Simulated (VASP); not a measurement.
# Zn4O (Fd-3m) in VASP: notebook, part 2 of 2

VASP 6.6.1. Earlier steps stand in the parts before.

### Step 4. Relaxation of cell and atoms, PBE

Input file INCAR:

```
PREC     = Accurate       # precision mode
ENCUT    = 600            # plane-wave cutoff, eV
EDIFF    = 1E-6           # SCF threshold, eV
ISMEAR   = 0              # smearing method
SIGMA    = 0.1            # smearing width, eV
LREAL    = False          # projectors in reciprocal space
LASPH    = True           # aspherical terms in the spheres
NELM     = 60             # most SCF steps
ALGO     = Normal         # electronic algorithm
ISIF     = 3              # what is computed and relaxed
LWAVE    = False          # write WAVECAR
LCHARG   = False          # write CHGCAR
GGA      = PE             # functional
IBRION   = 2              # ionic algorithm
NSW      = 90             # ionic steps
EDIFFG   = -0.04          # ionic threshold
```

Input file KPOINTS:

```
regular mesh
0
Gamma
  4 4 4
```

Input file POSCAR:

```
Zn4O
1.0
    0.0000000000      4.1982631500      4.1982631500
    4.1982631500      0.0000000000      4.1982631500
    4.1982631500      4.1982631500      0.0000000000
Zn O
8 2
Direct
    0.3838792200      0.3838792200      0.3838792200
    0.3838792200      0.3838792200      0.8483623500
    0.3838792200      0.8483623500      0.3838792200
    0.8483623500      0.3838792200      0.3838792200
    0.8661207800      0.8661207800      0.4016376500
    0.8661207800      0.8661207800      0.8661207800
    0.8661207800      0.4016376500      0.8661207800
    0.4016376500      0.8661207800      0.8661207800
    0.0000000000      0.0000000000      0.0000000000
    0.2500000000      0.2500000000      0.2500000000
```

The run is started by

```bash
> cat potpaw_PBE.64/Zn/POTCAR potpaw_PBE.64/O/POTCAR > POTCAR
> mpirun -np 1 vasp_std > vasp.out
```

It took 8.6 min on 1 thread of Intel Xeon 8259CL, shared host; peak memory 0.37 GiB.

Results (log left out):

```
Free energy                           : -21.3173 eV
Relaxed volume                        : 14.95 Å³/atom
Relaxed cell                          : a = 5.957 Å, b = 5.957 Å, c = 5.957 Å, α = 60.00°, β = 60.00°, γ = 60.00°
Space group after relaxing (to 0.1 Å) : Fd-3m (No. 227)
Energy gained by relaxing             : 24.8 meV/atom
Ionic steps                           : 5
Pressure after relaxing               : 0.0 GPa
Largest force after relaxing          : 0.003 eV/Å
Band gap on the k mesh                : zero (bands 54 and 55 overlap by 1.07 eV)
```

Forces in eV/Å, atoms in the order of the input:
```
Zn  -0.002 -0.002 -0.002
Zn   0.002  0.002 -0.002
Zn   0.002 -0.002  0.002
Zn  -0.002  0.002  0.002
Zn  -0.002 -0.002  0.002
Zn   0.002  0.002  0.002
Zn  -0.002  0.002 -0.002
Zn   0.002 -0.002 -0.002
O    0.000  0.000  0.000
O    0.000  0.000  0.000
```

The path:
| step | energy change (eV) | largest force (eV/Å) | pressure (GPa) | volume (Å³) |
| --- | --- | --- | --- | --- |
| 1 | 0.0000 | 1.0027 | 3.01 | 147.99 |
| 2 | -0.2179 | 0.0721 | -1.82 | 154.03 |
| 3 | -0.2198 | 0.1429 | -1.46 | 153.49 |
| 4 | -0.2443 | 0.0527 | -0.56 | 150.91 |
| 5 | -0.2480 | 0.0033 | 0.00 | 149.49 |

Final structure:
```xyz
10
Lattice="0.0000 4.2124 4.2124 4.2124 0.0000 4.2124 4.2124 4.2124 0.0000" Properties=species:S:1:pos:R:3 pbc="T T T"
Zn    3.2689    3.2689    3.2689
Zn    5.1559    5.1559    3.2689
Zn    5.1559    3.2689    5.1559
Zn    3.2689    5.1559    5.1559
Zn    5.3751    5.3751    7.2622
Zn    7.2622    7.2622    7.2622
Zn    5.3751    7.2622    5.3751
Zn    7.2622    5.3751    5.3751
O     0.0000    0.0000    0.0000
O     2.1062    2.1062    2.1062
```

Levels at points of the mesh, in eV from the Fermi level:
| k point | band 51 | band 52 | band 53 | band 54 | band 55 | band 56 | band 57 | band 58 |
| --- | --- | --- | --- | --- | --- | --- | --- | --- |
| (0.00, 0.00, 0.00) | -2.07 | -2.07 | -2.07 | -0.96 | -0.96 | -0.21 | -0.21 | -0.21 |
| (0.50, 0.00, 0.00) | -2.51 | -2.51 | -2.01 | 0.11 | 0.11 | 1.65 | 1.76 | 1.76 |
| (0.50, 0.50, 0.00) | -1.89 | -1.89 | -1.61 | -1.61 | 1.71 | 1.71 | 2.44 | 2.44 |

### Step 5. Single point, PBE

This run uses another cell than the first one, of 14.88 Å³/atom.

Input file INCAR:

```
ALGO = Normal
EDIFF = 1E-7
ENCUT = 520
GGA = PE
ISIF = 2
ISMEAR = 0
LASPH = T
LCHARG = F
LREAL = F
LWAVE = F
NBANDS = 65
NELM = 100
PREC = Accurate
SIGMA = 0.1
```

Input file KPOINTS:

```
k-points
0
Gamma
  8 8 8
```

Input file POSCAR:

```
Zn4O
1.0
    0.0000000000      4.2059634440      4.2059634440
    4.2059634440      0.0000000000      4.2059634440
    4.2059634440      4.2059634440      0.0000000000
Zn O
8 2
Direct
    0.8881194171      0.8881194171      0.8881194171
    0.8881194171      0.8881194171      0.3356417486
    0.8881194171      0.3356417486      0.8881194171
    0.3356417486      0.8881194171      0.8881194171
    0.3618805829      0.3618805829      0.9143582514
    0.3618805829      0.3618805829      0.3618805829
    0.3618805829      0.9143582514      0.3618805829
    0.9143582514      0.3618805829      0.3618805829
    0.5000000000      0.5000000000      0.5000000000
    0.7500000000      0.7500000000      0.7500000000
```

Potentials or basis: VASP PAW PBE potentials, release 64 (Zn, O).

The run is started by

```bash
> cat potpaw_PBE.64/Zn/POTCAR potpaw_PBE.64/O/POTCAR > POTCAR
> mpirun -np 1 vasp_std > vasp.out
```

OUTCAR:

```text
EDIFF = 1E-7
   ENCUT = 520
   GGA = PE
   ISIF = 2
   ISMEAR = 0
   LASPH = T
   LREAL = F
   NELM = 100
   PREC = Accurate

 ion  position               nearest neighbor table
   1  0.888  0.888  0.888-  10 2.01   3 2.66   4 2.66   2 2.66   7 2.98   8 2.98   5 2.98   8 2.98
                             5 2.98   7 2.98
   2  0.888  0.888  0.336-  10 2.01   3 2.66   4 2.66   1 2.66   8 2.98   7 2.98   6 2.98   6 2.98
                             8 2.98   7 2.98
   3  0.888  0.336  0.888-  10 2.01   2 2.66   4 2.66   1 2.66   8 2.98   5 2.98   6 2.98   6 2.98
                             8 2.98   5 2.98
   4  0.336  0.888  0.888-  10 2.01   2 2.66   3 2.66   1 2.66   7 2.98   5 2.98   6 2.98   6 2.98
                             7 2.98   5 2.98
   5  0.362  0.362  0.914-   9 2.01   7 2.66   8 2.66   6 2.66   3 2.98   4 2.98   1 2.98   1 2.98
                             3 2.98   4 2.98
   6  0.362  0.362  0.362-   9 2.01   7 2.66   8 2.66   5 2.66   3 2.98   4 2.98   2 2.98   3 2.98
                             2 2.98   4 2.98
   7  0.362  0.914  0.362-   9 2.01   6 2.66   8 2.66   5 2.66   2 2.98   4 2.98   1 2.98   1 2.98
                             2 2.98   4 2.98
   8  0.914  0.362  0.362-   9 2.01   6 2.66   7 2.66   5 2.66   2 2.98   3 2.98   1 2.98   1 2.98
[... 1844 lines left out ...]

 [... further k-points ...]

------------------------ aborting loop because EDIFF is reached ----------------------------------------

  FORCE on cell =-STRESS in cart. coord.  units (eV):
  Direction    XX          YY          ZZ          XY          YZ          ZX
  --------------------------------------------------------------------------------------
  -------------------------------------------------------------------------------------
  Total        0.4039341      0.4039341      0.4039341      0.0000000     -0.0000000     -0.0000000
  in kB        4.3490527      4.3490527      4.3490527      0.0000000     -0.0000000     -0.0000000
  external PRESSURE =       4.3490527 kB  Pullay stress =       0.0000000 kB

 VOLUME and BASIS-vectors are now :
 -----------------------------------------------------------------------------
  energy-cutoff  :      520.00
  volume of cell :      148.81
      direct lattice vectors                 reciprocal lattice vectors
     0.000000000  4.205963444  4.205963444    -0.118878827  0.118878827  0.118878827
     4.205963444  0.000000000  4.205963444     0.118878827 -0.118878827  0.118878827
     4.205963444  4.205963444  0.000000000     0.118878827  0.118878827 -0.118878827

 POSITION                                       TOTAL-FORCE (eV/Angst)
 -----------------------------------------------------------------------------------
      7.47080      7.47080      7.47080         0.024303      0.024303      0.024303
      5.14709      5.14709      7.47080        -0.024303     -0.024303      0.024303
      5.14709      7.47080      5.14709        -0.024303      0.024303     -0.024303
      7.47080      5.14709      5.14709         0.024303     -0.024303     -0.024303
      5.36781      5.36781      3.04411         0.024303      0.024303     -0.024303
      3.04411      3.04411      3.04411        -0.024303     -0.024303     -0.024303
      5.36781      3.04411      5.36781         0.024303     -0.024303      0.024303
      3.04411      5.36781      5.36781        -0.024303      0.024303      0.024303
      4.20596      4.20596      4.20596        -0.000000     -0.000000     -0.000000
      6.30895      6.30895      6.30895        -0.000000     -0.000000     -0.000000
 -----------------------------------------------------------------------------------
    total drift:                                0.000000      0.000000      0.000000

  FREE ENERGIE OF THE ION-ELECTRON SYSTEM (eV)
  ---------------------------------------------------
  free  energy   TOTEN  =       -21.5062171799 eV

  energy  without entropy=      -21.4823881267  energy(sigma->0) =      -21.49430265
```

stdout:

```text
POSCAR found type information on POSCAR ZnO
 POSCAR found :  2 types and      10 ions
 scaLAPACK will be used
 LDA part: xc-table for (Slater+PW92), standard interpolation
 POSCAR, INCAR and KPOINTS ok, starting setup
 FFT: planning ... GRIDC
 FFT: planning ... GRID_SOFT
 FFT: planning ... GRID
 WAVECAR not read
 entering main loop
```

Run time: 8.1 min. Hardware: 1 thread of Intel Xeon 8259CL, shared host; peak memory 0.43 GiB.

Results:

```yaml
Free_energy: -21.5062 eV
Pressure: 0.4 GPa
Largest_force: 0.042 eV/Å
Band_gap_on_the_k_mesh: zero (bands 54 and 55 overlap by 1.09 eV)
```

Forces in eV/Å, atoms in the order of the input:
```
Zn   0.024  0.024  0.024
Zn  -0.024 -0.024  0.024
Zn  -0.024  0.024 -0.024
Zn   0.024 -0.024 -0.024
Zn   0.024  0.024 -0.024
Zn  -0.024 -0.024 -0.024
Zn   0.024 -0.024  0.024
Zn  -0.024  0.024  0.024
O    0.000  0.000  0.000
O    0.000  0.000  0.000
```

Levels at points of the mesh, in eV from the Fermi level:
| k point | band 51 | band 52 | band 53 | band 54 | band 55 | band 56 | band 57 | band 58 |
| --- | --- | --- | --- | --- | --- | --- | --- | --- |
| (0.00, 0.00, 0.00) | -1.96 | -1.96 | -1.96 | -0.85 | -0.85 | -0.08 | -0.08 | -0.08 |
| (0.50, 0.00, 0.00) | -2.40 | -2.40 | -1.89 | 0.24 | 0.24 | 1.79 | 1.88 | 1.88 |
| (0.50, 0.50, 0.00) | -1.76 | -1.76 | -1.49 | -1.49 | 1.83 | 1.83 | 2.56 | 2.56 |

### Step 6. Single point, PBE, collinear spin, ferromagnetic start

Input file INCAR:

```
PREC = Accurate
ENCUT = 520
EDIFF = 1E-6
ISMEAR = 0
SIGMA = 0.1
LREAL = F
LASPH = T
NELM = 150
ALGO = Normal
ISIF = 2
LWAVE = F
LCHARG = F
ISPIN = 2
MAGMOM = 0 0 0 0 0 0 0 0 1 1
LORBIT = 11
GGA = PE
NBANDS = 69
```

Input file KPOINTS:

```
regular mesh
0
Gamma
  4 4 4
```

Input file POSCAR:

```
Zn4O
1.0
    0.0000000000      4.1982631500      4.1982631500
    4.1982631500      0.0000000000      4.1982631500
    4.1982631500      4.1982631500      0.0000000000
Zn O
8 2
Direct
    0.3838792200      0.3838792200      0.3838792200
    0.3838792200      0.3838792200      0.8483623500
    0.3838792200      0.8483623500      0.3838792200
    0.8483623500      0.3838792200      0.3838792200
    0.8661207800      0.8661207800      0.4016376500
    0.8661207800      0.8661207800      0.8661207800
    0.8661207800      0.4016376500      0.8661207800
    0.4016376500      0.8661207800      0.8661207800
    0.0000000000      0.0000000000      0.0000000000
    0.2500000000      0.2500000000      0.2500000000
```

Potentials or basis: VASP PAW PBE potentials, release 64 (Zn, O).

The run is started by

```bash
> cat potpaw_PBE.64/Zn/POTCAR potpaw_PBE.64/O/POTCAR > POTCAR
> mpirun -np 1 vasp_std > vasp.out
```

OUTCAR:

```text
PREC = Accurate
   ENCUT = 520
   EDIFF = 1E-6
   ISMEAR = 0
   LREAL = F
   LASPH = T
   NELM = 150
   ISIF = 2
   ISPIN = 2
   LORBIT = 11
   GGA = PE

 ion  position               nearest neighbor table
   1  0.384  0.384  0.384-  10 1.95   3 2.76   4 2.76   2 2.76   7 2.97   8 2.97   5 2.97   8 2.97
                             5 2.97   7 2.97
   2  0.384  0.384  0.848-  10 1.95   3 2.76   4 2.76   1 2.76   8 2.97   7 2.97   6 2.97   6 2.97
                             8 2.97   7 2.97
   3  0.384  0.848  0.384-  10 1.95   2 2.76   4 2.76   1 2.76   8 2.97   5 2.97   6 2.97   6 2.97
                             5 2.97   8 2.97
   4  0.848  0.384  0.384-  10 1.95   2 2.76   3 2.76   1 2.76   7 2.97   5 2.97   6 2.97   6 2.97
                             5 2.97   7 2.97
   5  0.866  0.866  0.402-   9 1.95   7 2.76   8 2.76   6 2.76   3 2.97   4 2.97   1 2.97   1 2.97
                             3 2.97   4 2.97
[... 1359 lines left out ...]
 -----------------------------------------------------------------------------------
    total drift:                                0.000000      0.000000     -0.000000

  FREE ENERGIE OF THE ION-ELECTRON SYSTEM (eV)
  ---------------------------------------------------
  free  energy   TOTEN  =       -21.0660139981 eV

  energy  without entropy=      -21.0393230827  energy(sigma->0) =      -21.05266854

 total charge

# of ion       s       p       d       tot
------------------------------------------
    1        0.577   0.391   9.763  10.730
    2        0.577   0.391   9.763  10.730
    3        0.577   0.391   9.763  10.730
    4        0.577   0.391   9.763  10.730
    5        0.577   0.391   9.763  10.730
    6        0.577   0.391   9.763  10.730
    7        0.577   0.391   9.763  10.730
    8        0.577   0.391   9.763  10.730
    9        1.589   3.428   0.000   5.017
   10        1.589   3.428   0.000   5.017
--------------------------------------------------
tot          7.792   9.981  78.105  95.878

 magnetization (x)

# of ion       s       p       d       tot
------------------------------------------
    1        0.000   0.000   0.000   0.000
    2        0.000   0.000   0.000   0.000
    3        0.000   0.000   0.000   0.000
    4        0.000   0.000   0.000   0.000
    5        0.000   0.000   0.000   0.000
    6        0.000   0.000   0.000   0.000
    7        0.000   0.000   0.000   0.000
    8        0.000   0.000   0.000   0.000
    9       -0.000  -0.000   0.000  -0.000
   10       -0.000  -0.000   0.000  -0.000
--------------------------------------------------
tot          0.000  -0.000   0.000   0.000
```

stdout:

```text
POSCAR found type information on POSCAR ZnO
 POSCAR found :  2 types and      10 ions
 scaLAPACK will be used
 LDA part: xc-table for (Slater+PW92), standard interpolation
 POSCAR, INCAR and KPOINTS ok, starting setup
 FFT: planning ... GRIDC
 FFT: planning ... GRID_SOFT
 FFT: planning ... GRID
 WAVECAR not read
 entering main loop
```

Wall time 4.3 min (1 thread of Intel Xeon 8259CL, shared host); peak memory 0.45 GiB.

What came out:

| Item | Value |
| --- | --- |
| Free energy | -21.0660 eV |
| Pressure | 3.2 GPa |
| Largest force | 1.004 eV/Å |
| Band gap on the k mesh | zero (filled and empty bands overlap) |
| Net moment | 0.00 μB per cell |
| Valence electrons inside the program's atomic spheres | Zn 10.73; O 5.02 |

Forces on the atoms (eV/Å):
```
Zn   0.580  0.580  0.580
Zn  -0.580 -0.580  0.580
Zn  -0.580  0.580 -0.580
Zn   0.580 -0.580 -0.580
Zn   0.580  0.580 -0.580
Zn  -0.580 -0.580 -0.580
Zn   0.580 -0.580  0.580
Zn  -0.580  0.580  0.580
O    0.000  0.000  0.000
O    0.000  0.000  0.000
```

Caveat: the cell stands under pressure; forces of over 1 eV/Å act on the atoms, so gaps and moduli don't describe the material at rest.

### Step 7. Summary

```tsv
task	spin	cell	k mesh	cutoff (eV)	gap on the mesh (eV)	pressure (GPa)	largest force (eV/Å)
single point	off	a = 5.937 Å, angles 60.0°, 10 atoms, atomic positions A	4 × 4 × 4	520	none	3.2	1.00
single point	off	a = 5.948 Å, angles 60.0°, 10 atoms, atomic positions B	4 × 4 × 4	520	none	0.5	0.07
relaxation of cell and atoms	off	relaxed from a = 5.937 Å, angles 60.0°, 10 atoms, atomic positions A	4 × 4 × 4	600	none	0.0	-
single point	off	a = 5.948 Å, angles 60.0°, 10 atoms, atomic positions C	8 × 8 × 8	520	none	0.4	0.04
single point	collinear, ferromagnetic start	a = 5.937 Å, angles 60.0°, 10 atoms, atomic positions A	4 × 4 × 4	520	none	3.2	1.00
```

Alike in all rows: level PBE; potentials or basis VASP PAW PBE potentials, release 64 (Zn, O); smearing gaussian 0.1 eV.

Caveats: the cell stands under pressure (at least some runs); forces of over 1 eV/Å act on the atoms, so gaps and moduli don't describe the material at rest (at least some runs).

Absolute energies hang on the potentials; compare differences alone.
